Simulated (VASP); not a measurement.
Input of a VASP 6.6.1 run:

File INCAR:

```
ALGO = Normal
EDIFF = 1E-7
ENCUT = 520
ISIF = 2
ISMEAR = -1
LASPH = T
LCHARG = T
LELF = T
LREAL = F
LVHAR = T
LWAVE = F
NBANDS = 16
NELM = 60
PREC = Accurate
SIGMA = 0.05
```

The input KPOINTS:

```
k-points
0
Gamma
  8 8 8
```

The input POSCAR:

```
GaP
1.0
    0.0000000000      2.7786998443      2.7786998443
    2.7786998443      0.0000000000      2.7786998443
    2.7786998443      2.7786998443      0.0000000000
Ga P
1 1
Direct
    0.0000000000      0.0000000000      0.0000000000
    0.7500000000      0.7500000000      0.7500000000
```

Potentials or basis: VASP PAW LDA potentials, release 64 (Ga_d, P).

Launch:

```bash
$ cat potpaw_LDA.64/Ga_d/POTCAR potpaw_LDA.64/P/POTCAR > POTCAR
$ mpirun -np 1 vasp_std > vasp.out
```

What does it give for the pressure?

-6.6 GPa.

What does it give for the band gap on the k mesh?

1.16 eV, direct.

 A k mesh can miss the band edges.
